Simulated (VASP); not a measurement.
# VH3 (Pm-3m) in VASP: further runs, part 2 of 2

VASP 6.6.1. Earlier steps stand in the parts before.

### 3 Relaxation of cell and atoms, PBE, collinear spin, ferromagnetic start

Input file INCAR:

```
PREC     = Accurate       # precision mode
ENCUT    = 600            # plane-wave cutoff, eV
EDIFF    = 1E-6           # SCF threshold, eV
ISMEAR   = 0              # smearing method
SIGMA    = 0.1            # smearing width, eV
LREAL    = F              # projectors in reciprocal space
LASPH    = T              # aspherical terms in the spheres
NELM     = 150            # most SCF steps
ALGO     = Normal         # electronic algorithm
ISIF     = 3              # what is computed and relaxed
LWAVE    = F              # write WAVECAR
LCHARG   = F              # write CHGCAR
ISPIN    = 2              # spin polarisation
MAGMOM   = 0.5 0 0 0      # initial moments
LORBIT   = 11             # projections on sites
LMAXMIX  = 4              # l up to which the mixer works
GGA      = PE             # functional
IBRION   = 2              # ionic algorithm
NSW      = 100            # ionic steps
EDIFFG   = -0.01          # ionic threshold
```

Input file KPOINTS:

```
Automatic mesh
0
Gamma
  16 16 16
```

Input file POSCAR:

```
VH3
1.0
    2.7736842979      0.0000000000      0.0000000000
    0.0000000000      2.7736842979      0.0000000000
    0.0000000000      0.0000000000      2.7736842979
V H
1 3
Direct
    0.0000000000      0.0000000000      0.0000000000
    0.0000000000      0.5000000000      0.5000000000
    0.5000000000      0.0000000000      0.5000000000
    0.5000000000      0.5000000000      0.0000000000
```

Potentials or basis: VASP PAW PBE potentials, release 64 (V_sv, H).

Launch:

```console
$ cat potpaw_PBE.64/V_sv/POTCAR potpaw_PBE.64/H/POTCAR > POTCAR
$ mpirun -np 1 vasp_std > vasp.out
```

OUTCAR:

```text
PREC = Accurate
   ENCUT = 600
   EDIFF = 1E-6
   ISMEAR = 0
   LREAL = F
   LASPH = T
   NELM = 150
   ISIF = 3
   ISPIN = 2
   LORBIT = 11
   GGA = PE
   IBRION = 2
   NSW = 100
   EDIFFG = -0.01

 ion  position               nearest neighbor table
   1  0.000  0.000  0.000-
   2  0.000  0.500  0.500-
   3  0.500  0.000  0.500-
   4  0.500  0.500  0.000-

  LATTYP: Found a simple cubic cell.
 ALAT       =     2.7736842979

  Lattice vectors:

 A1 = (   2.7736842979,   0.0000000000,   0.0000000000)
 A2 = (   0.0000000000,   2.7736842979,   0.0000000000)
 A3 = (   0.0000000000,   0.0000000000,   2.7736842979)

Analysis of symmetry for initial positions (statically):
=====================================================================
 Subroutine PRICEL returns:
 Original cell was already a primitive cell.

 Routine SETGRP: Setting up the symmetry group for a
 simple cubic supercell.

 Subroutine GETGRP returns: Found 48 space group operations
 (whereof 48 operations were pure point group operations)
 out of a pool of 48 trial point group operations.

The static configuration has the point symmetry O_h .

Analysis of symmetry for dynamics (positions and initial velocities):
=====================================================================
 Subroutine PRICEL returns:
 Original cell was already a primitive cell.

 Routine SETGRP: Setting up the symmetry group for a
 simple cubic supercell.

 Subroutine GETGRP returns: Found 48 space group operations
 (whereof 48 operations were pure point group operations)
 out of a pool of 48 trial point group operations.

The dynamic configuration has the point symmetry O_h .

Analysis of structural, dynamic, and magnetic symmetry:
=====================================================================
 Subroutine PRICEL returns:
 Original cell was already a primitive cell.

 Routine SETGRP: Setting up the symmetry group for a
 simple cubic supercell.

 Subroutine GETGRP returns: Found 48 space group operations
 (whereof 48 operations were pure point group operations)
 out of a pool of 48 trial point group operations.

The overall configuration has the point symmetry O_h .

 Subroutine INISYM returns: Found 48 space group operations
 (whereof 48 operations are pure point group operations),
 and found     1 'primitive' translations

----------------------------------------------------------------------------------------

                                     Primitive cell

  volume of cell :      21.3389

  direct lattice vectors                    reciprocal lattice vectors
     2.773684298  0.000000000  0.000000000     0.360531298  0.000000000  0.000000000
     0.000000000  2.773684298  0.000000000     0.000000000  0.360531298  0.000000000
     0.000000000  0.000000000  2.773684298     0.000000000  0.000000000  0.360531298

  length of vectors
     2.773684298  2.773684298  2.773684298     0.360531298  0.360531298  0.360531298

  position of ions in fractional coordinates (direct lattice)
     0.000000000  0.000000000  0.000000000
     0.000000000  0.500000000  0.500000000
     0.500000000  0.000000000  0.500000000
     0.500000000  0.500000000  0.000000000

  ion indices of the primitive-cell ions
   primitive index   ion index
                 1           1
                 2           2
                 3           3
[... 89 lines left out ...]
   EFERMI_NEDOS =   21; number of points for ismear=-14 and -15
   IALGO  =     38    algorithm
   IMIX   =      4    mixing-type and parameters
     AMIX     =   0.40;   BMIX     =  1.00
     AMIX_MAG =   1.60;   BMIX_MAG =  1.00
  volume/ion in A,a.u.               =       5.33        36.00
  Fermi-wavevector in a.u.,A,eV,Ry     =   1.487274  2.810541 30.095889  2.211985
  Thomas-Fermi vector in A             =   2.600456
   LORBIT       =     11    0 simple, 1 ext, 2 COOP (PROOUT), +10 PAW based schemes
   GGA     = PE    functional components
   LHFCALC =     F    Hartree Fock is set to
   AEXX    =    0.0000 exact exchange contribution
   IVDW    =     0    specifies the selected vdW correction
   LEPSILON=     F    determine dielectric tensor
   LRPA    =     F    only Hartree local field effects (RPA)
 conjugate gradient relaxation of ions
 spin polarized calculation
 Gauss-broadening in eV      SIGMA  =   0.10
  energy-cutoff  :      600.00
  volume of cell :       21.34
 maximum number of plane-waves:       739
 NGX is ok and might be reduce to    24
   NGX = 11   NGY = 11   NGZ = 11

 number of electron      16.0000011 magnetization       0.4415175

 Free energy of the ion-electron system (eV)
  ---------------------------------------------------
  ext. energy  EPLUGINS =         0.00000000
  ---------------------------------------------------
  free energy    TOTEN  =       -18.83943851 eV

  energy without entropy =      -18.82792690  energy(sigma->0) =      -18.83368270

 E-fermi :   7.9685     XC(G=0): -12.2461

 val. band max:        7.9678399036   @ k =   0.3125   0.3125   0.3125
 cond. band min:       7.9739023795   @ k =   0.2500   0.1875   0.1250
 fundamental gap:      0.0060624759
 Fermi energy:         7.9684831768

 spin component 1

 k-point     1 :       0.0000    0.0000    0.0000
  band No.  band energies     occupation
      1     -56.9498      1.00000
      2     -30.6218      1.00000
      3     -30.6218      1.00000
      4     -30.6218      1.00000
      5      -4.5040      1.00000
      6       3.7744      1.00000
      7       3.7744      1.00000
      8       9.0794      0.00000
      9       9.0794      0.00000
     10       9.0794      0.00000
     11      14.0149      0.00000
     12      14.0149      0.00000
[... 333 lines left out ...]
      1     -56.9007      1.00000
      2     -30.9975      1.00000
      3     -30.6418      1.00000
      4     -30.5840      1.00000
      5      -0.2952      1.00000
      6       0.6543      1.00000
      7       6.0375      1.00000
      8       6.5954      1.00000
      9       7.5768      1.00000
     10       8.9877      0.00000
     11      10.6823      0.00000
     12      10.9523      0.00000

 [... further k-points ...]

 spin component 2

 k-point     1 :       0.0000    0.0000    0.0000
  band No.  band energies     occupation
      1     -56.5100      1.00000
      2     -30.1837      1.00000
      3     -30.1837      1.00000
      4     -30.1837      1.00000
      5      -4.4526      1.00000
      6       3.9039      1.00000
      7       3.9039      1.00000
      8       9.6226      0.00000
      9       9.6226      0.00000
     10       9.6226      0.00000
     11      14.0541      0.00000
     12      14.0541      0.00000
[... 333 lines left out ...]
      1     -56.4602      1.00000
      2     -30.5668      1.00000
      3     -30.2043      1.00000
      4     -30.1454      1.00000
      5      -0.2622      1.00000
      6       0.7301      1.00000
      7       6.2501      1.00000
      8       6.8962      1.00000
      9       8.0635      0.08943
     10       9.5254      0.00000
     11      10.9243      0.00000
     12      11.0797      0.00000

 [... further k-points ...]
[... 5 lines left out ...]
  --------------------------------------------------------------------------------------
  -------------------------------------------------------------------------------------
  Total        0.0036523      0.0036523      0.0036523      0.0000000      0.0000000     -0.0000000
  in kB        0.2742271      0.2742271      0.2742271      0.0000000      0.0000000     -0.0000000
  external PRESSURE =       0.2742271 kB  Pullay stress =       0.0000000 kB

 VOLUME and BASIS-vectors are now :
 -----------------------------------------------------------------------------
  energy-cutoff  :      600.00
  volume of cell :       21.34
      direct lattice vectors                 reciprocal lattice vectors
     2.773684298  0.000000000  0.000000000     0.360531298  0.000000000  0.000000000
     0.000000000  2.773684298  0.000000000     0.000000000  0.360531298  0.000000000
     0.000000000  0.000000000  2.773684298     0.000000000  0.000000000  0.360531298

 POSITION                                       TOTAL-FORCE (eV/Angst)
 -----------------------------------------------------------------------------------
      0.00000      0.00000      0.00000         0.000000      0.000000      0.000000
      0.00000      1.38684      1.38684         0.000000      0.000000      0.000000
      1.38684      0.00000      1.38684         0.000000      0.000000      0.000000
      1.38684      1.38684      0.00000         0.000000      0.000000      0.000000
 -----------------------------------------------------------------------------------
    total drift:                                0.000000      0.000000      0.000000

  FREE ENERGIE OF THE ION-ELECTRON SYSTEM (eV)
  ---------------------------------------------------
  free  energy   TOTEN  =       -18.8394385069 eV

  energy  without entropy=      -18.8279269015  energy(sigma->0) =      -18.83368270

 reached required accuracy - stopping structural energy minimisation

 total charge

# of ion       s       p       d       tot
------------------------------------------
    1        2.236   6.222   3.162  11.619
    2        0.525   0.020   0.000   0.544
    3        0.525   0.020   0.000   0.544
    4        0.525   0.020   0.000   0.544
--------------------------------------------------
tot          3.810   6.281   3.162  13.252

 magnetization (x)

# of ion       s       p       d       tot
------------------------------------------
    1        0.006   0.004   0.423   0.434
    2       -0.009   0.002   0.000  -0.007
    3       -0.009   0.002   0.000  -0.007
    4       -0.009   0.002   0.000  -0.007
--------------------------------------------------
tot         -0.020   0.010   0.423   0.413
```

It took 24 s on 1 thread of Intel Xeon 6975P-C (Granite Rapids), shared host; peak memory 0.21 GiB.

Results:

```yaml
Free_energy: -18.8394 eV
Pressure_after_relaxing: 0.0 GPa
Net_moment: 0.44 μB per cell
Site_moments: V +0.43; H -0.01 μB
Valence_electrons_inside_the_program's_atomic_spheres: V 11.62; H 0.54
```

Final structure:
```xyz
4
Lattice="2.7737 0.0000 0.0000 0.0000 2.7737 0.0000 0.0000 0.0000 2.7737" Properties=species:S:1:pos:R:3 pbc="T T T"
V     0.0000    0.0000    0.0000
H     0.0000    1.3868    1.3868
H     1.3868    0.0000    1.3868
H     1.3868    1.3868    0.0000
```

Caveat: the relaxation stopped at its first step, so nothing moved.
